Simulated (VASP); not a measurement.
# CuI (Cmcm) in VASP: a series of runs

The runs below take CuI through single point, with PBE.

All numbers are computed with VASP 6.6.1; they aren't measurements. Logs are shortened: lines on timing, memory, paths and dates and some standing lists are left out, and cuts for length are marked.

### 1 The cell of the first run

The structure is orthorhombic, space group Cmcm (No. 63). Conventional cell: a = 7.466 Å, b = 7.422 Å, c = 4.436 Å, α = 90.00°, β = 90.00°, γ = 90.00°. Within 3.3 Å of Cu (site symmetry m2m) lie 2 Cu at 2.51 Å and 3 I at 2.59 to 2.63 Å. Within 3.4 Å of I (site symmetry m2m) lie 3 Cu at 2.59 to 2.63 Å.

### 2 Single point, PBE (zz strain of +3 %)

The input, INCAR:

```
PREC = Accurate
ENCUT = 520
EDIFF = 1E-6
ISMEAR = -1
SIGMA = 0.02
LREAL = False
LASPH = True
NELM = 80
ALGO = Normal
ISIF = 2
LWAVE = False
LCHARG = False
GGA = PE
NBANDS = 26
```

The input, KPOINTS:

```
regular mesh
0
Gamma
  5 5 6
```

The input, POSCAR:

```
CuI
1.0
    3.7331675900     -3.7110863700      0.0000000000
    3.7331675900      3.7110863700      0.0000000000
    0.0000000000      0.0000000000      4.4362076001
Cu I
2 2
Direct
    0.4204388300      0.5795611700      0.7500000000
    0.5795611700      0.4204388300      0.2500000000
    0.7700426800      0.2299573200      0.7500000000
    0.2299573200      0.7700426800      0.2500000000
```

Potentials or basis: VASP PAW PBE potentials, release 64 (Cu, I).

The run is started by

```sh
$ cat potpaw_PBE.64/Cu/POTCAR potpaw_PBE.64/I/POTCAR > POTCAR
$ mpirun -np 1 vasp_std > vasp.out
```

OUTCAR:

```text
PREC = Accurate
   ENCUT = 520
   EDIFF = 1E-6
   ISMEAR = -1
   LREAL = False
   LASPH = True
   NELM = 80
   ISIF = 2
   GGA = PE

 ion  position               nearest neighbor table
   1  0.420  0.580  0.750-   2 2.51   2 2.51   3 2.59   4 2.63   4 2.63
   2  0.580  0.420  0.250-   1 2.51   1 2.51   4 2.59   3 2.63   3 2.63
   3  0.770  0.230  0.750-   1 2.59   2 2.63   2 2.63
   4  0.230  0.770  0.250-   2 2.59   1 2.63   1 2.63

  LATTYP: Found a base centered orthorhombic cell.
 ALAT       =     7.4221727400
 B/A-ratio  =     1.0059500690
 C/A-ratio  =     0.5976966254

  Lattice vectors:

 A1 = (  -3.7331675900,  -3.7110863700,   0.0000000000)
 A2 = (   3.7331675900,  -3.7110863700,   0.0000000000)
 A3 = (   0.0000000000,   0.0000000000,   4.4362076001)

Analysis of symmetry for initial positions (statically):
=====================================================================
 Subroutine PRICEL returns:
 Original cell was already a primitive cell.

 Routine SETGRP: Setting up the symmetry group for a
 base centered orthorhombic supercell.

 Subroutine GETGRP returns: Found  8 space group operations
 (whereof  4 operations were pure point group operations)
 out of a pool of  8 trial point group operations.

The static configuration has the point symmetry C_2h.
 The point group associated with its full space group is D_2h.

Analysis of symmetry for dynamics (positions and initial velocities):
=====================================================================
 Subroutine PRICEL returns:
 Original cell was already a primitive cell.

 Routine SETGRP: Setting up the symmetry group for a
 base centered orthorhombic supercell.

 Subroutine GETGRP returns: Found  8 space group operations
 (whereof  4 operations were pure point group operations)
 out of a pool of  8 trial point group operations.

The dynamic configuration has the point symmetry C_2h.
 The point group associated with its full space group is D_2h.

 Subroutine INISYM returns: Found  8 space group operations
 (whereof  4 operations are pure point group operations),
 and found     1 'primitive' translations

----------------------------------------------------------------------------------------

                                     Primitive cell

[... 90 lines left out ...]
   LSORBIT =      F    spin-orbit coupling
   LASPH  =      T    aspherical Exc in radial PAW
   ENCUT  =  520.0 eV  38.22 Ry    6.18 a.u.   9.79  9.79  8.25*2*pi/ulx,y,z
   NELM   =     80;   NELMIN=  2; NELMDL= -5     # of ELM steps
   EDIFF  = 0.1E-05   stopping-criterion for ELM
   LREAL  =      F    real-space projection
   EDIFFG = 0.1E-04   stopping-criterion for IOM
   NSW    =      0    number of steps for IOM
   IBRION =     -1    ionic relax: 0-MD 1-quasi-New 2-CG
   NFREE  =      0    steps in history (QN), initial steepest desc. (CG)
   ISIF   =      2    stress and relaxation
   ISYM   =      2    0-nonsym 1-usesym 2-fastsym
   POTIM  = 0.5000    time-step for ionic-motion
   TEBEG  =    0.0;   TEEND  =   0.0 temperature during run
   PSTRESS=    0.0 pullay stress
   NELECT =      36.0000    total number of electrons
   NUPDOWN=      -1.0000    fix difference up-down
   EMIN   =  10.00;   EMAX   =-10.00  energy-range for DOS
   EFERMI =   0.00;   METHOD = LEGACY
   ISMEAR =    -1;   SIGMA  =   0.02  broadening in eV -4-tet -1-fermi 0-gaus
   EFERMI_NEDOS =   21; number of points for ismear=-14 and -15
   IALGO  =     38    algorithm
   IMIX   =      4    mixing-type and parameters
     AMIX     =   0.40;   BMIX     =  1.00
     AMIX_MAG =   1.60;   BMIX_MAG =  1.00
  volume/ion in A,a.u.               =      30.73       207.38
  Fermi-wavevector in a.u.,A,eV,Ry     =   1.087182  2.054476 16.081602  1.181964
  Thomas-Fermi vector in A             =   2.223335
   LORBIT       =      0    0 simple, 1 ext, 2 COOP (PROOUT), +10 PAW based schemes
   GGA     = PE    functional components
   LHFCALC =     F    Hartree Fock is set to
   AEXX    =    0.0000 exact exchange contribution
   IVDW    =     0    specifies the selected vdW correction
   LEPSILON=     F    determine dielectric tensor
   LRPA    =     F    only Hartree local field effects (RPA)
 non-spin polarized calculation
  energy-cutoff  :      520.00
  volume of cell :      122.92
 maximum number of plane-waves:      3332
   NGX = 19   NGY = 19   NGZ = 17

 number of electron      35.9999998 magnetization

 Free energy of the ion-electron system (eV)
  ---------------------------------------------------
  ext. energy  EPLUGINS =         0.00000000
  ---------------------------------------------------
  free energy    TOTEN  =       -10.92444897 eV

  energy without entropy =      -10.92444897  energy(sigma->0) =      -10.92444897

 E-fermi :   3.9276     XC(G=0):  -8.4725

 val. band max:        3.4865079783   @ k =   0.0000   0.0000   0.0000
 cond. band min:       4.5365584252   @ k =   0.0000   0.0000   0.0000
 fundamental gap:      1.0500504470
 Fermi energy:         3.9276446344

 k-point     1 :       0.0000    0.0000    0.0000
  band No.  band energies     occupation
      1     -10.1222      2.00000
      2      -9.4278      2.00000
      3      -1.7668      2.00000
      4      -0.4639      2.00000
      5      -0.2906      2.00000
      6      -0.1968      2.00000
[... 685 lines left out ...]
     25      11.1177      0.00000
     26      11.5654      0.00000

 [... further k-points ...]

------------------------ aborting loop because EDIFF is reached ----------------------------------------

  FORCE on cell =-STRESS in cart. coord.  units (eV):
  Direction    XX          YY          ZZ          XY          YZ          ZX
  --------------------------------------------------------------------------------------
  -------------------------------------------------------------------------------------
  Total        0.5076611      0.1996970     -1.1556935      0.0000000      0.0000000      0.0000000
  in kB        6.6170453      2.6029249    -15.0637414      0.0000000      0.0000000      0.0000000
  external PRESSURE =      -1.9479237 kB  Pullay stress =       0.0000000 kB

 VOLUME and BASIS-vectors are now :
 -----------------------------------------------------------------------------
  energy-cutoff  :      520.00
  volume of cell :      122.92
      direct lattice vectors                 reciprocal lattice vectors
     3.733167590 -3.711086370  0.000000000     0.133934518 -0.134731437  0.000000000
     3.733167590  3.711086370  0.000000000     0.133934518  0.134731437  0.000000000
     0.000000000  0.000000000  4.436207600     0.000000000  0.000000000  0.225417764

 POSITION                                       TOTAL-FORCE (eV/Angst)
 -----------------------------------------------------------------------------------
      3.73317      0.59052      3.32716         0.000000      0.075182     -0.000000
      3.73317     -0.59052      1.10905         0.000000     -0.075182      0.000000
      3.73317     -2.00430      3.32716         0.000000      0.072055     -0.000000
      3.73317      2.00430      1.10905         0.000000     -0.072055     -0.000000
 -----------------------------------------------------------------------------------
    total drift:                                0.000000     -0.000000      0.000000

  FREE ENERGIE OF THE ION-ELECTRON SYSTEM (eV)
  ---------------------------------------------------
  free  energy   TOTEN  =       -10.9244489672 eV

  energy  without entropy=      -10.9244489672  energy(sigma->0) =      -10.92444897
```

OSZICAR:

```text
N       E                     dE             d eps       ncg     rms          rms(c)
DAV:   1     0.270429963465E+03    0.27043E+03   -0.14771E+04  1872   0.144E+03
DAV:   2     0.148431138166E+02   -0.25559E+03   -0.24227E+03  1886   0.299E+02
DAV:   3    -0.102236836097E+02   -0.25067E+02   -0.24465E+02  2484   0.116E+02
DAV:   4    -0.115223988389E+02   -0.12987E+01   -0.12941E+01  2552   0.242E+01
DAV:   5    -0.115813718664E+02   -0.58973E-01   -0.58965E-01  2894   0.483E+00    0.873E+00
DAV:   6    -0.113570132635E+02    0.22436E+00   -0.10106E+01  2350   0.691E+01    0.584E+00
DAV:   7    -0.109197677873E+02    0.43725E+00   -0.23003E+00  2304   0.442E+01    0.295E+00
DAV:   8    -0.109383340749E+02   -0.18566E-01   -0.29114E-01  2892   0.785E+00    0.999E-01
DAV:   9    -0.109238653319E+02    0.14469E-01   -0.79041E-02  2546   0.696E+00    0.395E-01
DAV:  10    -0.109246065699E+02   -0.74124E-03   -0.49899E-03  2892   0.901E-01    0.269E-01
DAV:  11    -0.109244225012E+02    0.18407E-03   -0.20109E-03  2480   0.112E+00    0.112E-01
DAV:  12    -0.109244436696E+02   -0.21168E-04   -0.32667E-04  2974   0.232E-01    0.259E-02
DAV:  13    -0.109244466550E+02   -0.29853E-05   -0.13339E-05  2944   0.684E-02    0.124E-02
DAV:  14    -0.109244491744E+02   -0.25194E-05   -0.82426E-06  2044   0.154E-02    0.106E-02
DAV:  15    -0.109244489672E+02    0.20712E-06   -0.52718E-07  1402   0.197E-02
   1 F= -.10924449E+02 E0= -.10924449E+02  d E =-.173694E-11
```

Wall time 3.8 min (1 thread of Oxide Virtual Turin-like, shared host); peak memory 0.25 GiB.

Results:

```
Free energy            : -10.9244 eV
Pressure               : -0.2 GPa
Largest force          : 0.075 eV/Å
Band gap on the k mesh : 1.05 eV, direct
```

Forces in eV/Å, atoms in the order of the input:
```
Cu   0.000  0.075  0.000
Cu   0.000 -0.075  0.000
I    0.000  0.072  0.000
I    0.000 -0.072  0.000
```

Caveat: the cell differs from its parent crystal (zz strain of +3 %); spin-orbit coupling is left out, which moves the levels of the heavy elements. A k mesh can miss the band edges.

(Part 1 of 2 ends here.)
